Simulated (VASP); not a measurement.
# Zn (Fm-3m) in VASP: notebook, part 2 of 2

VASP 6.6.1.

### Step 3. Single point, PBE (equal strain along all axes, cell held: -2.0 %)

The input, INCAR:

```
PREC = Accurate
ENCUT = 520
EDIFF = 1E-7
ISMEAR = 0
SIGMA = 0.1
LREAL = F
LASPH = T
NELM = 100
ALGO = Fast
ISIF = 2
LWAVE = F
LCHARG = F
GGA = PE
NBANDS = 19
```

The input, KPOINTS:

```
regular mesh
0
Gamma
  16 16 10
```

The input, POSCAR:

```
Zn
1.0
    1.9251154286      1.9251154286      0.0000000000
   -1.9251154286      1.9251154286      0.0000000000
    0.0000000000      0.0000000000      3.8502308572
Zn
2
Direct
    0.0000000000      0.0000000000      0.0000000000
    0.5000000000      0.5000000000      0.5000000000
```

Potentials or basis: VASP PAW PBE potentials, release 64 (Zn).

On the command line:

```bash
> cat potpaw_PBE.64/Zn/POTCAR > POTCAR
> mpirun -np 1 vasp_std > vasp.out
```

OUTCAR:

```text
PREC = Accurate
   ENCUT = 520
   EDIFF = 1E-7
   ISMEAR = 0
   LREAL = F
   LASPH = T
   NELM = 100
   ISIF = 2
   GGA = PE

 ion  position               nearest neighbor table
   1  0.000  0.000  0.000-   2 2.72   2 2.72   2 2.72   2 2.72   2 2.72   2 2.72   2 2.72   2 2.72

   2  0.500  0.500  0.500-   1 2.72   1 2.72   1 2.72   1 2.72   1 2.72   1 2.72   1 2.72   1 2.72

  LATTYP: Found a simple tetragonal cell.
 ALAT       =     2.7225243483
 C/A-ratio  =     1.4142135624

[... 735 lines left out ...]

------------------------ aborting loop because EDIFF is reached ----------------------------------------

  FORCE on cell =-STRESS in cart. coord.  units (eV):
  Direction    XX          YY          ZZ          XY          YZ          ZX
  --------------------------------------------------------------------------------------
  -------------------------------------------------------------------------------------
  Total        0.9212784      0.9212784      0.9981326      0.0000000      0.0000000     -0.0000000
  in kB       51.7215072     51.7215072     56.0361756      0.0000000      0.0000000     -0.0000000
  external PRESSURE =      53.1597300 kB  Pullay stress =       0.0000000 kB

 VOLUME and BASIS-vectors are now :
 -----------------------------------------------------------------------------
  energy-cutoff  :      520.00
  volume of cell :       28.54
      direct lattice vectors                 reciprocal lattice vectors
     1.925115429  1.925115429  0.000000000     0.259724686  0.259724686  0.000000000
    -1.925115429  1.925115429  0.000000000    -0.259724686  0.259724686  0.000000000
     0.000000000  0.000000000  3.850230857     0.000000000  0.000000000  0.259724686

 POSITION                                       TOTAL-FORCE (eV/Angst)
 -----------------------------------------------------------------------------------
      0.00000      0.00000      0.00000        -0.000000      0.000000     -0.000000
      0.00000      1.92512      1.92512         0.000000     -0.000000      0.000000
 -----------------------------------------------------------------------------------
    total drift:                               -0.000000      0.000000      0.000000

  FREE ENERGIE OF THE ION-ELECTRON SYSTEM (eV)
  ---------------------------------------------------
  free  energy   TOTEN  =        -2.1417142741 eV

  energy  without entropy=       -2.1382159134  energy(sigma->0) =       -2.13996509
```

It took 3.3 min on 1 thread of AMD EPYC 7R13, shared host; peak memory 0.19 GiB.

Results:

* Free energy: -2.1417 eV
* Pressure: 5.3 GPa
* Band gap on the k mesh: zero (bands 12 and 13 overlap by 3.57 eV)

Caveat: the cell differs from its parent crystal (equal strain along all axes, cell held: -2.0 %); the cell stands under pressure.

### Step 4. Single point, PBE (equal strain along all axes, cell held: -1.0 %)

The input, INCAR:

```
  ALGO = Fast
  EDIFF = 1E-6
  ENCUT = 520
  GGA = PE
  ISIF = 2
  ISMEAR = 0
  LASPH = T
  LCHARG = F
  LREAL = F
  LWAVE = F
  NBANDS = 19
  NELM = 80
  PREC = Accurate
  SIGMA = 0.1
```

The input, KPOINTS:

```
k-points
0
Gamma
  16 16 10
```

The input, POSCAR:

```
Zn
1.0
    1.9447594636      1.9447594636      0.0000000000
   -1.9447594636      1.9447594636      0.0000000000
    0.0000000000      0.0000000000      3.8895189271
Zn
2
Direct
    0.0000000000      0.0000000000      0.0000000000
    0.5000000000      0.5000000000      0.5000000000
```

Potentials or basis: VASP PAW PBE potentials, release 64 (Zn).

On the command line:

```bash
> cat potpaw_PBE.64/Zn/POTCAR > POTCAR
> mpirun -np 1 vasp_std > vasp.out
```

OUTCAR:

```text
EDIFF = 1E-6
   ENCUT = 520
   GGA = PE
   ISIF = 2
   ISMEAR = 0
   LASPH = T
   LREAL = F
   NELM = 80
   PREC = Accurate

 ion  position               nearest neighbor table
   1  0.000  0.000  0.000-   2 2.75   2 2.75   2 2.75   2 2.75   2 2.75   2 2.75   2 2.75   2 2.75

   2  0.500  0.500  0.500-   1 2.75   1 2.75   1 2.75   1 2.75   1 2.75   1 2.75   1 2.75   1 2.75

  LATTYP: Found a simple tetragonal cell.
 ALAT       =     2.7503052090
 C/A-ratio  =     1.4142135623

[... 735 lines left out ...]

------------------------ aborting loop because EDIFF is reached ----------------------------------------

  FORCE on cell =-STRESS in cart. coord.  units (eV):
  Direction    XX          YY          ZZ          XY          YZ          ZX
  --------------------------------------------------------------------------------------
  -------------------------------------------------------------------------------------
  Total        0.3666199      0.3666199      0.4478935      0.0000000      0.0000000      0.0000000
  in kB       19.9649856     19.9649856     24.3908898      0.0000000      0.0000000      0.0000000
  external PRESSURE =      21.4402870 kB  Pullay stress =       0.0000000 kB

 VOLUME and BASIS-vectors are now :
 -----------------------------------------------------------------------------
  energy-cutoff  :      520.00
  volume of cell :       29.42
      direct lattice vectors                 reciprocal lattice vectors
     1.944759464  1.944759464  0.000000000     0.257101204  0.257101204  0.000000000
    -1.944759464  1.944759464  0.000000000    -0.257101204  0.257101204  0.000000000
     0.000000000  0.000000000  3.889518927     0.000000000  0.000000000  0.257101204

 POSITION                                       TOTAL-FORCE (eV/Angst)
 -----------------------------------------------------------------------------------
      0.00000      0.00000      0.00000         0.000000     -0.000000     -0.000000
      0.00000      1.94476      1.94476        -0.000000      0.000000      0.000000
 -----------------------------------------------------------------------------------
    total drift:                               -0.000000      0.000000      0.000000

  FREE ENERGIE OF THE ION-ELECTRON SYSTEM (eV)
  ---------------------------------------------------
  free  energy   TOTEN  =        -2.1633106340 eV

  energy  without entropy=       -2.1596204734  energy(sigma->0) =       -2.16146555
```

OSZICAR:

```text
N       E                     dE             d eps       ncg     rms          rms(c)
DAV:   1     0.114390375340E+03    0.11439E+03   -0.12577E+04 10636   0.203E+03
DAV:   2     0.289234121565E+01   -0.11150E+03   -0.10792E+03 10313   0.298E+02
DAV:   3    -0.234597678346E+01   -0.52383E+01   -0.52153E+01 11329   0.707E+01
DAV:   4    -0.237766172061E+01   -0.31685E-01   -0.31676E-01 11374   0.560E+00
DAV:   5    -0.237770144565E+01   -0.39725E-04   -0.39725E-04 11117   0.180E-01    0.425E+00
RMM:   6    -0.217735023270E+01    0.20035E+00   -0.72824E-01 11785   0.102E+01    0.327E+00
RMM:   7    -0.216857994958E+01    0.87703E-02   -0.21868E-02 12205   0.208E+00    0.161E+00
RMM:   8    -0.216335267713E+01    0.52273E-02   -0.53907E-03 11308   0.643E-01    0.104E-01
RMM:   9    -0.216335457166E+01   -0.18945E-05   -0.14832E-03 12476   0.550E-01    0.101E-01
RMM:  10    -0.216330835262E+01    0.46219E-04   -0.25071E-04 12271   0.172E-01    0.149E-02
RMM:  11    -0.216331016387E+01   -0.18112E-05   -0.15284E-05 12127   0.467E-02    0.282E-03
RMM:  12    -0.216331063402E+01   -0.47015E-06   -0.81628E-07  7181   0.112E-02
   1 F= -.21633106E+01 E0= -.21614656E+01  d E =-.369016E-02
```

stdout:

```text
POSCAR found type information on POSCAR Zn
 POSCAR found :  1 types and       2 ions
 scaLAPACK will be used
 LDA part: xc-table for (Slater+PW92), standard interpolation
 POSCAR, INCAR and KPOINTS ok, starting setup
 FFT: planning ... GRIDC
 FFT: planning ... GRID_SOFT
 FFT: planning ... GRID
 WAVECAR not read
 entering main loop
WARNING in EDDRMM: call to ZHEGV failed, returncode =   6  3     19
WARNING in EDDRMM: call to ZHEGV failed, returncode =   6  3     19
WARNING in EDDRMM: call to ZHEGV failed, returncode =   6  3     18
```

It took 2.7 min on 1 thread of AMD EPYC 7R13, shared host; peak memory 0.2 GiB.

What came out:

```yaml
Free_energy: -2.1633 eV
Pressure: 2.1 GPa
Band_gap_on_the_k_mesh: zero (bands 12 and 13 overlap by 3.60 eV)
```

Caveat: the cell differs from its parent crystal (equal strain along all axes, cell held: -1.0 %).

### Step 5. Overview

| cell | further INCAR settings | gap on the mesh (eV) | pressure (GPa) |
| --- | --- | --- | --- |
| a = 2.695, b = 2.695, c = 3.811 Å, 2 atoms | ALGO = Fast; EDIFF = 1e-06; NBANDS = 19 | none | 7.9 |
| a = 2.723, b = 2.723, c = 3.850 Å, 2 atoms | ALGO = Fast; EDIFF = 1e-07; NBANDS = 19 | none | 5.3 |
| a = 2.750, b = 2.750, c = 3.890 Å, 2 atoms | ALGO = Fast; EDIFF = 1e-06; NBANDS = 19 | none | 2.1 |

Alike in all rows: task single point; level PBE; potentials or basis VASP PAW PBE potentials, release 64 (Zn); no spin polarisation; k mesh 16 × 16 × 10; cutoff (eV) 520; smearing gaussian 0.1 eV.

Caveats: the cell stands under pressure (at least some runs).

Total energies depend on the potentials used, so only differences within one code and one set of settings carry meaning.
